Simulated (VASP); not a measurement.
Runs of VASP 6.6.1 on Pb. The structure is that of space group Fm-3m (No. 225), or close to it. The cells are those of the table. 

| task | level | cell | cutoff (eV) | k mesh for the DOS | occupations for the DOS | gap on the mesh (eV) | pressure (GPa) |
| --- | --- | --- | --- | --- | --- | --- | --- |
| single point | PBEsol+D3(BJ) | a = 2.571 Å, angles 60.0°, 1 atom | 500 | - | - | none | 401.9 |
| relaxation of cell and atoms | PBEsol | relaxed from a = 3.484 Å, angles 60.0°, 1 atom | 600 | - | - | none | 0.0 |
| single point | PBEsol | a = 3.489 Å, angles 60.0°, 1 atom | 520 | - | - | none | (a) |
| single point | RPBE | a = 2.859 Å, angles 60.0°, 1 atom | 500 | - | - | none | 136.1 |
| single point | PBEsol | a = 2.859 Å, angles 60.0°, 1 atom | 500 | - | - | none | 123.3 |

Alike in all rows: potentials or basis VASP PAW PBE potentials, release 64 (Pb_d); no spin polarisation; k mesh 15 × 15 × 15; smearing fermi-dirac 0.1 eV.

Problem. Fill in the values left out.

Solution. (a) -0.1.

Caveats: the PAW data sets were made with another functional, which shifts forces and pressure a little; spin-orbit coupling is left out, which moves the levels of the heavy elements; pairwise dispersion overbinds metals, which lowers pressure and volume (some runs).

A k mesh can miss the band edges, and the runs leave out spin-orbit coupling on Pb.

A gap of «none» marks levels without a gap at the run's occupations.
